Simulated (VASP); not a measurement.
# La (Fm-3m) in VASP: a series of runs, part 2 of 2

VASP 6.6.1. Earlier steps stand in the parts before.

### Step 3. Single point, PBE (36.39 Å³/atom)

This run uses another cell than the first one, of 36.39 Å³/atom.

Input file INCAR:

```
PREC = Accurate ; ENCUT = 520
EDIFF = 1E-6 ; ISMEAR = -1
SIGMA = 0.05 ; LREAL = F
LASPH = T ; NELM = 80
ALGO = Normal ; ISIF = 2
LWAVE = F ; LCHARG = F
GGA = PE ; NBANDS = 12
```

Input file KPOINTS:

```
Automatic mesh
0
Gamma
  11 11 11
```

Input file POSCAR:

```
La
1.0
    0.0000000000      2.6302276524      2.6302276524
    2.6302276524      0.0000000000      2.6302276524
    2.6302276524      2.6302276524      0.0000000000
La
1
Direct
    0.0000000000      0.0000000000      0.0000000000
```

Potentials or basis: VASP PAW PBE potentials, release 64 (La).

The run is started by

```bash
> cat potpaw_PBE.64/La/POTCAR > POTCAR
> mpirun -np 1 vasp_std > vasp.out
```

OUTCAR:

```text
PREC = Accurate
   ENCUT = 520
   EDIFF = 1E-6
   ISMEAR = -1
   LREAL = F
   LASPH = T
   NELM = 80
   ISIF = 2
   GGA = PE

 ion  position               nearest neighbor table
   1  0.000  0.000  0.000-

  LATTYP: Found a face centered cubic cell.
 ALAT       =     5.2604553048

  Lattice vectors:

 A1 = (   0.0000000000,   2.6302276524,   2.6302276524)
 A2 = (   2.6302276524,   0.0000000000,   2.6302276524)
 A3 = (   2.6302276524,   2.6302276524,   0.0000000000)

Analysis of symmetry for initial positions (statically):
=====================================================================
 Subroutine PRICEL returns:
 Original cell was already a primitive cell.

 Routine SETGRP: Setting up the symmetry group for a
 face centered cubic supercell.

 Subroutine GETGRP returns: Found 48 space group operations
 (whereof 48 operations were pure point group operations)
 out of a pool of 48 trial point group operations.

The static configuration has the point symmetry O_h .

Analysis of symmetry for dynamics (positions and initial velocities):
=====================================================================
 Subroutine PRICEL returns:
 Original cell was already a primitive cell.

 Routine SETGRP: Setting up the symmetry group for a
 face centered cubic supercell.

 Subroutine GETGRP returns: Found 48 space group operations
 (whereof 48 operations were pure point group operations)
 out of a pool of 48 trial point group operations.

The dynamic configuration has the point symmetry O_h .

 Subroutine INISYM returns: Found 48 space group operations
 (whereof 48 operations are pure point group operations),
 and found     1 'primitive' translations

----------------------------------------------------------------------------------------

                                     Primitive cell

[... 101 lines left out ...]
   EMIN   =  10.00;   EMAX   =-10.00  energy-range for DOS
   EFERMI =   0.00;   METHOD = LEGACY
   ISMEAR =    -1;   SIGMA  =   0.05  broadening in eV -4-tet -1-fermi 0-gaus
   EFERMI_NEDOS =   21; number of points for ismear=-14 and -15
   IALGO  =     38    algorithm
   IMIX   =      4    mixing-type and parameters
     AMIX     =   0.40;   BMIX     =  1.00
     AMIX_MAG =   1.60;   BMIX_MAG =  1.00
  volume/ion in A,a.u.               =      36.39       245.59
  Fermi-wavevector in a.u.,A,eV,Ry     =   1.098675  2.076194 16.423398  1.207086
  Thomas-Fermi vector in A             =   2.235056
   LORBIT       =      0    0 simple, 1 ext, 2 COOP (PROOUT), +10 PAW based schemes
   GGA     = PE    functional components
[... 5 lines left out ...]
 non-spin polarized calculation
  energy-cutoff  :      520.00
  volume of cell :       36.39
 maximum number of plane-waves:       990
   NGX = 13   NGY = 13   NGZ = 13

 number of electron      10.9999999 magnetization

 Free energy of the ion-electron system (eV)
  ---------------------------------------------------
  ext. energy  EPLUGINS =         0.00000000
  ---------------------------------------------------
  free energy    TOTEN  =        -4.88886278 eV

  energy without entropy =       -4.87396303  energy(sigma->0) =       -4.88141291

 E-fermi :   8.0424     XC(G=0):  -9.6431

 val. band max:        7.9583447699   @ k =   0.3636   0.1818   0.0000
 cond. band min:       8.0529449057   @ k =  -0.1818   0.2727   0.0909
 fundamental gap:      0.0946001358
 Fermi energy:         8.0424069284

 k-point     1 :       0.0000    0.0000    0.0000
  band No.  band energies     occupation
      1     -24.7767      2.00000
      2      -7.7306      2.00000
      3      -7.7306      2.00000
      4      -7.7306      2.00000
      5       4.8992      2.00000
      6       9.3809      0.00000
      7       9.5642      0.00000
      8       9.5642      0.00000
      9       9.5642      0.00000
     10       9.9007      0.00000
     11       9.9007      0.00000
     12       9.9007      0.00000
[... 331 lines left out ...]
 k-point    24 :      -0.1818    0.1818    0.0000
  band No.  band energies     occupation
      1     -24.6375      2.00000
      2      -8.5718      2.00000
      3      -8.0835      2.00000
      4      -7.8223      2.00000
      5       6.8835      2.00000
      6       8.1844      0.11046
      7       8.9457      0.00000
      8       9.7270      0.00000
      9       9.7285      0.00000
     10      10.0438      0.00000
     11      10.0846      0.00000
     12      10.3765      0.00000

 [... further k-points ...]
[... 5 lines left out ...]
  --------------------------------------------------------------------------------------
  -------------------------------------------------------------------------------------
  Total        0.1100071      0.1100071      0.1100071      0.0000000      0.0000000     -0.0000000
  in kB        4.8430743      4.8430743      4.8430743      0.0000000      0.0000000     -0.0000000
  external PRESSURE =       4.8430743 kB  Pullay stress =       0.0000000 kB

 VOLUME and BASIS-vectors are now :
 -----------------------------------------------------------------------------
  energy-cutoff  :      520.00
  volume of cell :       36.39
      direct lattice vectors                 reciprocal lattice vectors
     0.000000000  2.630227652  2.630227652    -0.190097614  0.190097614  0.190097614
     2.630227652  0.000000000  2.630227652     0.190097614 -0.190097614  0.190097614
     2.630227652  2.630227652  0.000000000     0.190097614  0.190097614 -0.190097614

 POSITION                                       TOTAL-FORCE (eV/Angst)
 -----------------------------------------------------------------------------------
      0.00000      0.00000      0.00000         0.000000      0.000000      0.000000
 -----------------------------------------------------------------------------------
    total drift:                                0.000000      0.000000      0.000000

  FREE ENERGIE OF THE ION-ELECTRON SYSTEM (eV)
  ---------------------------------------------------
  free  energy   TOTEN  =        -4.8888627769 eV

  energy  without entropy=       -4.8739630350  energy(sigma->0) =       -4.88141291
```

It took 27 s on 1 thread of Intel Xeon Platinum 8488C (Sapphire Rapids), shared host; peak memory 0.18 GiB.

What came out:

```
Free energy            : -4.8889 eV
Pressure               : 0.5 GPa
Band gap on the k mesh : zero (an odd number of electrons rules out a gap without spin polarisation)
```

Caveat: spin-orbit coupling is left out, which moves the levels of the heavy elements.

### Step 4. Single point, PBE (37.88 Å³/atom)

This run uses another cell than the first one, of 37.88 Å³/atom.

Input file INCAR:

```
SYSTEM = La
PREC = Accurate
ENCUT = 520
EDIFF = 1E-6
ISMEAR = -1
SIGMA = 0.05
LREAL = .False.
LASPH = .True.
NELM = 80
ALGO = Normal
ISIF = 2
LWAVE = .False.
LCHARG = .False.
GGA = PE
NBANDS = 12
```

Input file KPOINTS:

```
regular mesh
0
Gamma
  11 11 11
  0 0 0
```

Input file POSCAR:

```
La
1.0
    0.0000000000      2.6655369349      2.6655369349
    2.6655369349      0.0000000000      2.6655369349
    2.6655369349      2.6655369349      0.0000000000
La
1
Direct
    0.0000000000      0.0000000000      0.0000000000
```

The run is started by

```bash
> cat potpaw_PBE.64/La/POTCAR > POTCAR
> mpirun -np 1 vasp_std > vasp.out
```

Run time: 25 s. Hardware: 1 thread of Intel Xeon Platinum 8488C (Sapphire Rapids), shared host; peak memory 0.18 GiB.

Results (log left out):

| Quantity | Value |
| --- | --- |
| Free energy | -4.8885 eV |
| Pressure | -0.6 GPa |
| Band gap on the k mesh | zero (an odd number of electrons rules out a gap without spin polarisation) |

Levels at points of the mesh, in eV from the Fermi level:
| k point | band 3 | band 4 | band 5 | band 6 | band 7 | band 8 |
| --- | --- | --- | --- | --- | --- | --- |
| (0.00, 0.00, 0.00) | -15.91 | -15.91 | -3.17 | 1.30 | 1.49 | 1.49 |

Caveat: spin-orbit coupling is left out, which moves the levels of the heavy elements.

### Step 5. Single point, PBE (38.62 Å³/atom)

This run uses another cell than the first one, of 38.62 Å³/atom.

Input file INCAR:

```
SYSTEM = La
PREC = Accurate ; ENCUT = 520
EDIFF = 1E-7 ; ISMEAR = -1
SIGMA = 0.05 ; LREAL = .False.
LASPH = .True. ; NELM = 100
ALGO = Normal ; ISIF = 2
LWAVE = .False. ; LCHARG = .False.
GGA = PE ; NBANDS = 12
```

KPOINTS is that of step 4.

Input file POSCAR:

```
La
1.0
    0.0000000000      2.6828461013      2.6828461013
    2.6828461013      0.0000000000      2.6828461013
    2.6828461013      2.6828461013      0.0000000000
La
1
Direct
    0.0000000000      0.0000000000      0.0000000000
```

Potentials or basis: VASP PAW PBE potentials, release 64 (La).

The run is started by

```bash
> cat potpaw_PBE.64/La/POTCAR > POTCAR
> mpirun -np 1 vasp_std > vasp.out
```

OUTCAR:

```text
SYSTEM = La
   PREC = Accurate
   ENCUT = 520
   EDIFF = 1E-7
   ISMEAR = -1
   LREAL = .False.
   LASPH = .True.
   NELM = 100
   ISIF = 2
   GGA = PE

 ion  position               nearest neighbor table
   1  0.000  0.000  0.000-

  LATTYP: Found a face centered cubic cell.
 ALAT       =     5.3656922026

  Lattice vectors:

 A1 = (   0.0000000000,   2.6828461013,   2.6828461013)
 A2 = (   2.6828461013,   0.0000000000,   2.6828461013)
 A3 = (   2.6828461013,   2.6828461013,   0.0000000000)

Analysis of symmetry for initial positions (statically):
=====================================================================
 Subroutine PRICEL returns:
 Original cell was already a primitive cell.

 Routine SETGRP: Setting up the symmetry group for a
 face centered cubic supercell.

 Subroutine GETGRP returns: Found 48 space group operations
 (whereof 48 operations were pure point group operations)
 out of a pool of 48 trial point group operations.

The static configuration has the point symmetry O_h .

Analysis of symmetry for dynamics (positions and initial velocities):
=====================================================================
 Subroutine PRICEL returns:
 Original cell was already a primitive cell.

 Routine SETGRP: Setting up the symmetry group for a
 face centered cubic supercell.

 Subroutine GETGRP returns: Found 48 space group operations
 (whereof 48 operations were pure point group operations)
 out of a pool of 48 trial point group operations.

The dynamic configuration has the point symmetry O_h .

 Subroutine INISYM returns: Found 48 space group operations
 (whereof 48 operations are pure point group operations),
 and found     1 'primitive' translations

----------------------------------------------------------------------------------------

                                     Primitive cell

  volume of cell :      38.6204

  direct lattice vectors                    reciprocal lattice vectors
     0.000000000  2.682846101  2.682846101    -0.186369244  0.186369244  0.186369244
[... 101 lines left out ...]
   IALGO  =     38    algorithm
   IMIX   =      4    mixing-type and parameters
     AMIX     =   0.40;   BMIX     =  1.00
     AMIX_MAG =   1.60;   BMIX_MAG =  1.00
  volume/ion in A,a.u.               =      38.62       260.62
  Fermi-wavevector in a.u.,A,eV,Ry     =   1.077126  2.035474 15.785494  1.160201
  Thomas-Fermi vector in A             =   2.213030
   LORBIT       =      0    0 simple, 1 ext, 2 COOP (PROOUT), +10 PAW based schemes
   GGA     = PE    functional components
[... 5 lines left out ...]
 non-spin polarized calculation
  energy-cutoff  :      520.00
  volume of cell :       38.62
 maximum number of plane-waves:      1049
   NGX = 15   NGY = 15   NGZ = 15

 number of electron      11.0000002 magnetization

 Free energy of the ion-electron system (eV)
  ---------------------------------------------------
  ext. energy  EPLUGINS =         0.00000000
  ---------------------------------------------------
  free energy    TOTEN  =        -4.88487875 eV

  energy without entropy =       -4.86917312  energy(sigma->0) =       -4.87702593

 E-fermi :   7.4794     XC(G=0):  -9.4031

 val. band max:        7.4692833583   @ k =  -0.3636   0.3636   0.1818
 cond. band min:       7.5013601284   @ k =  -0.1818   0.2727   0.0909
 fundamental gap:      0.0320767702
 Fermi energy:         7.4794156063

 k-point     1 :       0.0000    0.0000    0.0000
  band No.  band energies     occupation
      1     -25.4241      2.00000
      2      -8.4885      2.00000
      3      -8.4885      2.00000
      4      -8.4885      2.00000
      5       4.2955      2.00000
      6       8.7653      0.00000
      7       8.9558      0.00000
      8       8.9558      0.00000
      9       8.9558      0.00000
     10       9.2202      0.00000
     11       9.2202      0.00000
     12       9.2202      0.00000
[... 331 lines left out ...]
 k-point    24 :      -0.1818    0.1818    0.0000
  band No.  band energies     occupation
      1     -25.3141      2.00000
      2      -9.1924      2.00000
      3      -8.7829      2.00000
      4      -8.5666      2.00000
      5       6.1824      2.00000
      6       7.6371      0.08192
      7       8.3706      0.00000
      8       9.0793      0.00000
      9       9.0832      0.00000
     10       9.3377      0.00000
     11       9.3826      0.00000
     12       9.6499      0.00000

 [... further k-points ...]
[... 5 lines left out ...]
  --------------------------------------------------------------------------------------
  -------------------------------------------------------------------------------------
  Total       -0.2499894     -0.2499894     -0.2499894      0.0000000      0.0000000      0.0000000
  in kB      -10.3708644    -10.3708644    -10.3708644      0.0000000      0.0000000      0.0000000
  external PRESSURE =     -10.3708644 kB  Pullay stress =       0.0000000 kB

 VOLUME and BASIS-vectors are now :
 -----------------------------------------------------------------------------
  energy-cutoff  :      520.00
  volume of cell :       38.62
      direct lattice vectors                 reciprocal lattice vectors
     0.000000000  2.682846101  2.682846101    -0.186369244  0.186369244  0.186369244
     2.682846101  0.000000000  2.682846101     0.186369244 -0.186369244  0.186369244
     2.682846101  2.682846101  0.000000000     0.186369244  0.186369244 -0.186369244

 POSITION                                       TOTAL-FORCE (eV/Angst)
 -----------------------------------------------------------------------------------
      0.00000      0.00000      0.00000        -0.000000     -0.000000     -0.000000
 -----------------------------------------------------------------------------------
    total drift:                                0.000000      0.000000      0.000000

  FREE ENERGIE OF THE ION-ELECTRON SYSTEM (eV)
  ---------------------------------------------------
  free  energy   TOTEN  =        -4.8848787461 eV

  energy  without entropy=       -4.8691731162  energy(sigma->0) =       -4.87702593
```

OSZICAR:

```text
N       E                     dE             d eps       ncg     rms          rms(c)
DAV:   1     0.971845815069E+02    0.97185E+02   -0.37704E+03  1368   0.114E+03
DAV:   2     0.137943118910E+01   -0.95805E+02   -0.92052E+02  1752   0.177E+02
DAV:   3    -0.453575909008E+01   -0.59152E+01   -0.55447E+01  1788   0.743E+01
DAV:   4    -0.487855543451E+01   -0.34280E+00   -0.33980E+00  2604   0.120E+01
DAV:   5    -0.488829275010E+01   -0.97373E-02   -0.97203E-02  2452   0.203E+00    0.202E+00
DAV:   6    -0.487978894419E+01    0.85038E-02   -0.96082E-03  2388   0.792E-01    0.122E+00
DAV:   7    -0.488103016907E+01   -0.12412E-02   -0.45493E-02  1788   0.162E+00    0.197E-01
DAV:   8    -0.488040821554E+01    0.62195E-03   -0.15920E-03  2632   0.400E-01    0.236E-01
DAV:   9    -0.488440786802E+01   -0.39997E-02   -0.13658E-02  2152   0.823E-01    0.177E-01
DAV:  10    -0.488480869446E+01   -0.40083E-03   -0.82921E-04  2300   0.224E-01    0.133E-01
DAV:  11    -0.488487166562E+01   -0.62971E-04   -0.12825E-04  2548   0.822E-02    0.112E-01
DAV:  12    -0.488487752039E+01   -0.58548E-05   -0.32724E-05  2636   0.664E-02    0.715E-02
DAV:  13    -0.488487944735E+01   -0.19270E-05   -0.43689E-05  2648   0.786E-02    0.220E-02
DAV:  14    -0.488487927043E+01    0.17692E-06   -0.22086E-06  2676   0.164E-02    0.109E-02
DAV:  15    -0.488487883340E+01    0.43703E-06   -0.19650E-06  2652   0.165E-02    0.343E-04
DAV:  16    -0.488487874606E+01    0.87346E-07   -0.42040E-08  1796   0.181E-03
   1 F= -.48848787E+01 E0= -.48770259E+01  d E =-.157056E-01
```

stdout:

```text
POSCAR found type information on POSCAR La
 POSCAR found :  1 types and       1 ions
 scaLAPACK will be used
 LDA part: xc-table for (Slater+PW92), standard interpolation
 POSCAR, INCAR and KPOINTS ok, starting setup
 FFT: planning ... GRIDC
 FFT: planning ... GRID_SOFT
 FFT: planning ... GRID
 WAVECAR not read
 entering main loop
```

It took 25 s on 1 thread of Intel Xeon Platinum 8488C (Sapphire Rapids), shared host; peak memory 0.18 GiB.

What came out:

| Item | Value |
| --- | --- |
| Free energy | -4.8849 eV |
| Pressure | -1.0 GPa |
| Band gap on the k mesh | zero (an odd number of electrons rules out a gap without spin polarisation) |

Levels at points of the mesh, in eV from the Fermi level:
```
           k point  band 1  band 2  band 3  band 4  band 5  band 6  band 7  band 8  band 9  band 10
(0.00, 0.00, 0.00)  -32.90  -15.97  -15.97  -15.97   -3.18    1.29    1.48    1.48    1.48     1.74
```

Caveat: spin-orbit coupling is left out, which moves the levels of the heavy elements.

### Step 6. The runs side by side

```tsv
cell	gap on the mesh (eV)	pressure (GPa)
a = 3.694 Å, angles 60.0°, 1 atom	none	1.1
a = 3.720 Å, angles 60.0°, 1 atom	none	0.5
a = 3.770 Å, angles 60.0°, 1 atom	none	-0.6
a = 3.794 Å, angles 60.0°, 1 atom	none	-1.0
```

Alike in all rows: task single point; level PBE; potentials or basis VASP PAW PBE potentials, release 64 (La); no spin polarisation; k mesh 11 × 11 × 11; cutoff (eV) 520; smearing fermi-dirac 0.05 eV.

Caveats: spin-orbit coupling is left out, which moves the levels of the heavy elements.

Total energies depend on the potentials used, so only differences within one code and one set of settings carry meaning.

The gap in the log of VASP goes by the Fermi energy; the results here count the filled bands.